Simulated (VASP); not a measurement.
# Cr (P6_3/mmc) in VASP: a series of runs

Runs on Cr. Level: BLYP. Tasks: single point.

Program: VASP 6.6.1. These are calculated values, not measurements. Logs are shortened: lines on timing, memory, paths and dates and some standing lists are left out, and cuts for length are marked.

### 1 The cell of the first run

The structure is hexagonal, space group P6_3/mmc (No. 194). The conventional cell has a = 2.483 Å, b = 2.483 Å, c = 8.847 Å, α = 90.00°, β = 90.00°, γ = 120.00°. Cr (site symmetry -3m) has 12 Cr at 2.48 to 2.64 Å within 3.3 Å. Within 3.3 Å of Cr (site symmetry -6m2) lie 12 Cr at 2.48 to 2.64 Å.

This isn't the form of Cr at room conditions, which is bcc.

### 2 Single point, BLYP, collinear spin, antiferromagnetic start (11.81 Å³/atom)

The input, INCAR:

```
SYSTEM = Cr
PREC     = Accurate       ! precision mode
ENCUT    = 500            ! plane-wave cutoff, eV
EDIFF    = 1E-6           ! SCF threshold, eV
ISMEAR   = -1             ! smearing method
SIGMA    = 0.05           ! smearing width, eV
LREAL    = .FALSE.        ! projectors in reciprocal space
LASPH    = .TRUE.         ! aspherical terms in the spheres
NELM     = 200            ! most SCF steps
ALGO     = Normal         ! electronic algorithm
ISIF     = 2              ! what is computed and relaxed
LWAVE    = .FALSE.        ! write WAVECAR
LCHARG   = .FALSE.        ! write CHGCAR
ISPIN    = 2              ! spin polarisation
MAGMOM   = 1.5 1.5 -1.5 -1.5 ! initial moments
LORBIT   = 11             ! projections on sites
LMAXMIX  = 4              ! l up to which the mixer works
GGA      = B5             ! functional
ALDAX    = 1.0          
AGGAX    = 1.0          
AGGAC    = 1.0          
ALDAC    = 0.0          
NBANDS   = 36             ! bands
GGA_COMPAT= .FALSE.
```

The input, KPOINTS:

```
Automatic mesh
0
G
  16 16 4
  0 0 0
```

The input, POSCAR:

```
Cr
1.0
    2.4827557433      0.0000000000      0.0000000000
   -1.2413778717      2.1501295451      0.0000000000
    0.0000000000      0.0000000000      8.8467539389
Cr
4
Direct
    1.0000000000      1.0000000000      1.0000000000
    1.0000000000      1.0000000000      0.5000000000
    0.3333333333      0.6666666667      0.2500000000
    0.6666666667      0.3333333333      0.7500000000
```

Potentials or basis: VASP PAW PBE potentials, release 64 (Cr_pv).

Started as:

```console
> cat potpaw_PBE.64/Cr_pv/POTCAR > POTCAR
> mpirun -np 1 vasp_std > vasp.out
```

OUTCAR:

```text
SYSTEM = Cr
   PREC = Accurate
   ENCUT = 500
   EDIFF = 1E-6
   ISMEAR = -1
   LREAL = .FALSE.
   LASPH = .TRUE.
   NELM = 200
   ISIF = 2
   ISPIN = 2
   LORBIT = 11
   GGA = B5

 ion  position               nearest neighbor table
   1  0.000  0.000  0.000-   3 2.64   4 2.64   4 2.64   3 2.64   4 2.64   3 2.64
   2  0.000  0.000  0.500-   3 2.64   4 2.64   4 2.64   3 2.64   4 2.64   3 2.64
   3  0.333  0.667  0.250-   1 2.64   2 2.64   1 2.64   2 2.64   1 2.64   2 2.64
   4  0.667  0.333  0.750-   1 2.64   2 2.64   1 2.64   2 2.64   1 2.64   2 2.64

  LATTYP: Found a hexagonal cell.
 ALAT       =     2.4827557433
 C/A-ratio  =     3.5632800217

  Lattice vectors:

 A1 = (   2.4827557433,   0.0000000000,   0.0000000000)
 A2 = (  -1.2413778717,   2.1501295451,   0.0000000000)
 A3 = (   0.0000000000,   0.0000000000,   8.8467539389)

Analysis of symmetry for initial positions (statically):
=====================================================================
 Subroutine PRICEL returns:
 Original cell was already a primitive cell.

 Routine SETGRP: Setting up the symmetry group for a
 hexagonal supercell.

 Subroutine GETGRP returns: Found 24 space group operations
 (whereof 12 operations were pure point group operations)
 out of a pool of 24 trial point group operations.

The static configuration has the point symmetry D_3d.
 The point group associated with its full space group is D_6h.

Analysis of symmetry for dynamics (positions and initial velocities):
=====================================================================
 Subroutine PRICEL returns:
 Original cell was already a primitive cell.

 Routine SETGRP: Setting up the symmetry group for a
 hexagonal supercell.

 Subroutine GETGRP returns: Found 24 space group operations
 (whereof 12 operations were pure point group operations)
 out of a pool of 24 trial point group operations.

The dynamic configuration has the point symmetry D_3d.
 The point group associated with its full space group is D_6h.

Analysis of structural, dynamic, and magnetic symmetry:
=====================================================================
 Subroutine PRICEL returns:
 Original cell was already a primitive cell.

 Routine SETGRP: Setting up the symmetry group for a
 hexagonal supercell.

 Subroutine GETGRP returns: Found 24 space group operations
 (whereof 12 operations were pure point group operations)
 out of a pool of 24 trial point group operations.

The overall configuration has the point symmetry D_3d.
 The point group associated with its full space group is D_6h.

 Subroutine INISYM returns: Found 24 space group operations
 (whereof 12 operations are pure point group operations),
 and found     1 'primitive' translations

----------------------------------------------------------------------------------------

                                     Primitive cell

  volume of cell :      47.2262

  direct lattice vectors                    reciprocal lattice vectors
     2.482755743  0.000000000  0.000000000     0.402778245  0.232544128  0.000000000
    -1.241377872  2.150129545  0.000000000     0.000000000  0.465088256  0.000000000
     0.000000000  0.000000000  8.846753939     0.000000000  0.000000000  0.113035810

  length of vectors
     2.482755743  2.482755743  8.846753939     0.465088256  0.465088256  0.113035810

  position of ions in fractional coordinates (direct lattice)
     0.000000000  0.000000000  0.000000000
     0.000000000  0.000000000  0.500000000
     0.333333333  0.666666667  0.250000000
     0.666666667  0.333333333  0.750000000

  ion indices of the primitive-cell ions
   primitive index   ion index
                 1           1
                 2           2
                 3           3
                 4           4

----------------------------------------------------------------------------------------

 KPOINTS: Automatic mesh

Automatic generation of k-mesh.
 Grid dimensions read from file:
 generate k-points for:   16   16    4

 Generating k-lattice:

  Cartesian coordinates                     Fractional coordinates (reciprocal lattice)
     0.025173640  0.014534008  0.000000000     0.062500000  0.000000000  0.000000000
     0.000000000  0.029068016  0.000000000     0.000000000  0.062500000  0.000000000
     0.000000000  0.000000000  0.028258953     0.000000000  0.000000000  0.250000000

  Length of vectors
     0.029068016  0.029068016  0.028258953

  Shift w.r.t. Gamma in fractional coordinates (k-lattice)
     0.000000000  0.000000000  0.000000000

 Subroutine IBZKPT returns following result:
 ===========================================

 Found     90 irreducible k-points:

 Following reciprocal coordinates:
            Coordinates               Weight
  0.000000  0.000000  0.000000      1.000000
  0.062500  0.000000  0.000000      6.000000
  0.125000  0.000000  0.000000      6.000000
  0.187500 -0.000000  0.000000      6.000000
  0.250000  0.000000  0.000000      6.000000
  0.312500 -0.000000  0.000000      6.000000
[... 16 lines left out ...]
  0.187500  0.187500  0.000000      6.000000
  0.250000  0.187500  0.000000     12.000000
 [... further k-points ...]
   k-points           NKPTS =     90   k-points in BZ     NKDIM =     90   number of bands    NBANDS=     36
   number of dos      NEDOS =    301   number of ions     NIONS =      4
   total plane-waves  NPLWV =  22680
   dimension x,y,z NGX =    18 NGY =   18 NGZ =   70
   dimension x,y,z NGXF=    36 NGYF=   36 NGZF=  140
   ions per type =               4
   NGX,Y,Z   is equivalent  to a cutoff of  12.05, 12.05, 13.15 a.u.
   NGXF,Y,Z  is equivalent  to a cutoff of  24.11, 24.11, 26.31 a.u.
 SYSTEM =  Cr
   PREC   = accura    normal or accurate (medium, high low for compatibility)
   ISTART =      0    job   : 0-new  1-cont  2-samecut
   ICHARG =      2    charge: 1-file 2-atom 10-const
   ISPIN  =      2    spin polarized calculation?
   LNONCOLLINEAR =      F non collinear calculations
   LSORBIT =      F    spin-orbit coupling
   LASPH  =      T    aspherical Exc in radial PAW
   ENCUT  =  500.0 eV  36.75 Ry    6.06 a.u.   4.53  4.53 16.13*2*pi/ulx,y,z
   NELM   =    200;   NELMIN=  2; NELMDL= -5     # of ELM steps
   EDIFF  = 0.1E-05   stopping-criterion for ELM
   LREAL  =      F    real-space projection
   EDIFFG = 0.1E-04   stopping-criterion for IOM
   NSW    =      0    number of steps for IOM
   IBRION =     -1    ionic relax: 0-MD 1-quasi-New 2-CG
   NFREE  =      0    steps in history (QN), initial steepest desc. (CG)
   ISIF   =      2    stress and relaxation
   ISYM   =      2    0-nonsym 1-usesym 2-fastsym
   POTIM  = 0.5000    time-step for ionic-motion
   TEBEG  =    0.0;   TEEND  =   0.0 temperature during run
   PSTRESS=    0.0 pullay stress
   NELECT =      48.0000    total number of electrons
   NUPDOWN=      -1.0000    fix difference up-down
   EMIN   =  10.00;   EMAX   =-10.00  energy-range for DOS
   EFERMI =   0.00;   METHOD = LEGACY
   ISMEAR =    -1;   SIGMA  =   0.05  broadening in eV -4-tet -1-fermi 0-gaus
   EFERMI_NEDOS =   21; number of points for ismear=-14 and -15
   IALGO  =     38    algorithm
   IMIX   =      4    mixing-type and parameters
     AMIX     =   0.40;   BMIX     =  1.00
     AMIX_MAG =   1.60;   BMIX_MAG =  1.00
  volume/ion in A,a.u.               =      11.81        79.67
  Fermi-wavevector in a.u.,A,eV,Ry     =   1.645992  3.110474 36.862124  2.709290
  Thomas-Fermi vector in A             =   2.735695
   LORBIT       =     11    0 simple, 1 ext, 2 COOP (PROOUT), +10 PAW based schemes
   GGA     = B5    functional components
   LHFCALC =     F    Hartree Fock is set to
   AEXX    =    0.0000 exact exchange contribution
   IVDW    =     0    specifies the selected vdW correction
   LEPSILON=     F    determine dielectric tensor
   LRPA    =     F    only Hartree local field effects (RPA)
 spin polarized calculation
  energy-cutoff  :      500.00
  volume of cell :       47.23
 maximum number of plane-waves:      1222
   NGX =  9   NGY =  9   NGZ = 33

 number of electron      47.9999956 magnetization      -0.0069327

 number of electron      47.9999952 magnetization       0.0013633

 Free energy of the ion-electron system (eV)
  ---------------------------------------------------
  ext. energy  EPLUGINS =         0.00000000
  ---------------------------------------------------
  free energy    TOTEN  =       -31.80979453 eV

  energy without entropy =      -31.75782787  energy(sigma->0) =      -31.78381120

 E-fermi :  10.9817     XC(G=0): -12.9492

 val. band max:       10.9772324819   @ k =   0.3125   0.2500   0.2500
 cond. band min:      10.9834127772   @ k =   0.1875   0.1250   0.0000
 fundamental gap:      0.0061802954
 Fermi energy:        10.9816559001

 spin component 1

 k-point     1 :       0.0000    0.0000    0.0000
  band No.  band energies     occupation
      1     -32.1621      1.00000
      2     -31.8212      1.00000
      3     -31.8150      1.00000
      4     -31.4621      1.00000
      5     -31.3075      1.00000
      6     -31.3075      1.00000
[... 28 lines left out ...]
     35      13.2407      0.00000
     36      13.2407      0.00000
[... 866 lines left out ...]
      6     -31.6644      1.00000
[... 28 lines left out ...]
     35      15.0753      0.00000
     36      18.1287      0.00000

 [... further k-points ...]

 spin component 2

 k-point     1 :       0.0000    0.0000    0.0000
  band No.  band energies     occupation
      1     -32.1618      1.00000
      2     -31.8210      1.00000
      3     -31.8148      1.00000
      4     -31.4619      1.00000
      5     -31.3073      1.00000
      6     -31.3073      1.00000
[... 28 lines left out ...]
     35      13.2409      0.00000
     36      13.2409      0.00000
[... 866 lines left out ...]
      6     -31.6642      1.00000
[... 28 lines left out ...]
     35      15.0755      0.00000
     36      18.1118      0.00000

 [... further k-points ...]
[... 5 lines left out ...]
  --------------------------------------------------------------------------------------
  -------------------------------------------------------------------------------------
  Total        2.8686229      2.8686229      2.5463724     -0.0000000      0.0000000      0.0000000
  in kB       97.3198596     97.3198596     86.3873053     -0.0000000      0.0000000      0.0000000
  external PRESSURE =      93.6756748 kB  Pullay stress =       0.0000000 kB

 VOLUME and BASIS-vectors are now :
 -----------------------------------------------------------------------------
  energy-cutoff  :      500.00
  volume of cell :       47.23
      direct lattice vectors                 reciprocal lattice vectors
     2.482755743  0.000000000  0.000000000     0.402778245  0.232544128  0.000000000
    -1.241377872  2.150129545  0.000000000     0.000000000  0.465088256  0.000000000
     0.000000000  0.000000000  8.846753939     0.000000000  0.000000000  0.113035810

 POSITION                                       TOTAL-FORCE (eV/Angst)
 -----------------------------------------------------------------------------------
      0.00000      0.00000      0.00000         0.000000      0.000000     -0.000000
      0.00000      0.00000      4.42338         0.000000      0.000000     -0.000000
     -0.00000      1.43342      2.21169         0.000000     -0.000000      0.000000
      1.24138      0.71671      6.63507        -0.000000      0.000000      0.000000
 -----------------------------------------------------------------------------------
    total drift:                                0.000000     -0.000000      0.000000

  FREE ENERGIE OF THE ION-ELECTRON SYSTEM (eV)
  ---------------------------------------------------
  free  energy   TOTEN  =       -31.8097945326 eV

  energy  without entropy=      -31.7578278709  energy(sigma->0) =      -31.78381120

 total charge

# of ion       s       p       d       tot
------------------------------------------
    1        0.410   6.365   4.281  11.057
    2        0.410   6.365   4.281  11.057
    3        0.411   6.367   4.275  11.053
    4        0.411   6.367   4.275  11.053
--------------------------------------------------
tot          1.643  25.463  17.112  44.219

 magnetization (x)

# of ion       s       p       d       tot
------------------------------------------
    1        0.000   0.000   0.000   0.000
    2        0.000   0.000   0.000   0.000
    3       -0.000   0.000   0.000   0.000
    4       -0.000   0.000   0.000   0.000
--------------------------------------------------
tot          0.000   0.000   0.001   0.001
```

It took 6.1 min on 1 thread of Intel Xeon 6975P-C (Granite Rapids), shared host; peak memory 0.3 GiB.

What came out:

```
Free energy                                           : -31.8098 eV
Pressure                                              : 9.4 GPa
Band gap on the k mesh                                : zero (filled and empty bands overlap)
Net moment                                            : 0.00 μB per cell
Valence electrons inside the program's atomic spheres : Cr 11.06, 11.05 (each value once)
```

Stress tensor (GPa, compression positive):
```
9.73 0.00 0.00
0.00 9.73 0.00
0.00 0.00 8.64
```

Caveat: the cell stands under pressure; the moments typed at the start vanished in this run; the PAW data sets were made with another functional, which shifts forces and pressure a little.

[end of part 1 of 2]
